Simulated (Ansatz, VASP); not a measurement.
Two plane-wave programs on P

```xyz
4
Lattice="0.0000 3.8651 7.1803 1.6029 0.0000 7.1803 1.6029 3.8651 0.0000" Properties=species:S:1:pos:R:3 pbc="T T T"
P     1.6029    3.8651   11.4695
P     0.8015    1.9325    0.6991
P     1.6029    3.8651    2.8911
P     0.8015    1.9325    6.4812
```

Alike in both runs: functional PBE; k mesh 6 × 6 × 6; occupations gaussian, width 0.1 eV; no spin polarisation.

Ansatz relaxed the structure, and its values are those at the end. VASP's run is a single point on that final structure, the one shown.

|  | VASP | Ansatz |
| --- | --- | --- |
| version | VASP 6.6.1 | Ansatz 0.2.0 |
| potentials or method | VASP PAW PBE potentials, release 64 (P), cutoff 520 eV | scalar-relativistic, plane waves, PAW |
| valence electrons in the cell | 20 | 20 |

Ansatz gave:

- gap on the k mesh at the Fermi level (eV): none
- pressure (GPa): 0.2
- rms of the force components (eV/Å): 0.008

Problem. What did VASP give for the same quantities?

Solution. gap on the k mesh at the Fermi level (eV): none; pressure (GPa): -0.1; rms of the force components (eV/Å): 0.041.

A gap of «none» marks a metal or a gap that the smearing closes. With one functional, cell and mesh, what is left measures potentials, basis and numerics.

The k mesh is coarse, so the values compare programs but aren't converged.
